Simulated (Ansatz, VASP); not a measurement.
One calculation of Te2Mo, two programs

The input INCAR:

```
SYSTEM = Te2Mo
PREC = Accurate
ENCUT = 520
EDIFF = 1E-6
ISMEAR = 0
SIGMA = 0.05
LREAL = .FALSE.
LASPH = .TRUE.
NELM = 80
ALGO = Normal
ISIF = 2
LWAVE = .FALSE.
LCHARG = .FALSE.
LDIPOL = .TRUE.
IDIPOL = 3
DIPOL = 0.5 0.5 0.398
GGA = PE
IVDW = 12
NBANDS = 35
```

The input KPOINTS:

```
regular mesh
0
G
  9 9 1
  0 0 0
```

The input POSCAR:

```
Te2Mo
1.0
    3.5038817216      0.0000000000      0.0000000000
   -1.7519408608      3.0344505828      0.0000000000
    0.0000000000      0.0000000000     24.7677194079
Te Mo
4 2
Direct
    0.3333333333      0.6666666667      0.1816881048
    0.3333333333      0.6666666667      0.3284056788
    0.3333333333      1.1666666667      0.4668923898
    0.3333333333      1.1666666667      0.6136099637
    0.6666666667      0.3333333333      0.2550468918
    0.0000000000      1.5000000000      0.5402511768
```

Input for Ansatz:

```yaml
crystal:
  lattice:
    - [3.5038817216, 0.0, 0.0]
    - [-1.7519408608, 3.0344505828, 0.0]
    - [0.0, 0.0, 24.7677194079]
  atoms:
    - { symbol: Te, position: [0.3333333333, 0.6666666667, 0.1816881048] }
    - { symbol: Mo, position: [0.6666666667, 0.3333333333, 0.2550468918] }
    - { symbol: Te, position: [0.3333333333, 0.6666666667, 0.3284056788] }
    - { symbol: Te, position: [0.3333333333, 1.1666666667, 0.4668923898] }
    - { symbol: Mo, position: [0.0, 1.5, 0.5402511768] }
    - { symbol: Te, position: [0.3333333333, 1.1666666667, 0.6136099637] }
basis:
  ecutwfc: 420
kpoints:
  mp_grid: { grid: [9, 9, 1] }
hamiltonian:
  xc: pbe
  pseudopotentials: { kind: paw, azcp: { folder: soft_1 } }
  dispersion: d3bj
scf:
  occupations: { method: gaussian, width: 0.05 }
output:
  forces: true
  eigenvalues: true
efield:
  axis: 3
  dipole_correction: true
  ramp_width: 0.04
```

Alike in both runs: task single point; functional PBE; dispersion D3(BJ); k mesh 9 × 9 × 1; occupations gaussian, width 0.05 eV; no spin polarisation.

```csv
,VASP,Ansatz
version,VASP 6.6.1,Ansatz 0.2.0
potentials or method,"VASP PAW PBE potentials, release 64 (Te, Mo_sv), cutoff 520 eV","scalar-relativistic, plane waves, PAW"
valence electrons in the cell,52,92
```

|  | VASP | Ansatz | Ansatz less VASP |
| --- | --- | --- | --- |
| gap on the k mesh at the Fermi level (eV) | 1.07 | 1.07 | -0.004 |
| least direct gap on the mesh (eV) | 1.14 | 1.14 | 0.000 |
| rms of the force components (eV/Å) | 0.012 | 0.014 | +0.0020 |

VASP's potentials hold 52 valence electrons a cell and Ansatz's 92, so a difference there can come from the potentials and not from the codes.

Neither program's run includes spin-orbit coupling.
